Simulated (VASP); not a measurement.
Here is a VASP 6.6.1 calculation.

Contents of INCAR:

```
SYSTEM = TiCo
PREC = Accurate
ENCUT = 600
EDIFF = 1E-6
ISMEAR = 0
SIGMA = 0.1
LREAL = .FALSE.
LASPH = .TRUE.
NELM = 150
ALGO = Fast
ISIF = 3
LWAVE = .FALSE.
LCHARG = .FALSE.
ISPIN = 2
MAGMOM = 0 0.27
LORBIT = 11
LMAXMIX = 4
GGA = PS
IBRION = 2
NSW = 100
EDIFFG = -0.005
```

File KPOINTS:

```
regular mesh
0
G
  14 14 14
  0 0 0
```

File POSCAR:

```
TiCo
1.0
    2.9337615290      0.0000000000      0.0000000000
    0.0000000000      2.9337615290      0.0000000000
    0.0000000000      0.0000000000      2.9337615290
Ti Co
1 1
Direct
    0.0000000000      0.0000000000      0.0000000000
    0.5000000000      0.5000000000      0.5000000000
```

Potentials or basis: VASP PAW PBE potentials, release 64 (Ti_sv, Co).

Launch:

```console
$ cat potpaw_PBE.64/Ti_sv/POTCAR potpaw_PBE.64/Co/POTCAR > POTCAR
$ mpirun -np 1 vasp_std > vasp.out
```

(1) What does it give for the site moments?

(2) What does it give for the relaxed cell?

(3) What does it give for the relaxed volume?

Results:

(1) Ti -0.01; Co +0.59 μB.

(2) a = 2.934 Å, b = 2.934 Å, c = 2.934 Å, α = 90.00°, β = 90.00°, γ = 90.00°.

(3) 12.63 Å³/atom.

Caveat: the PAW data sets were made with another functional, which shifts forces and pressure a little.
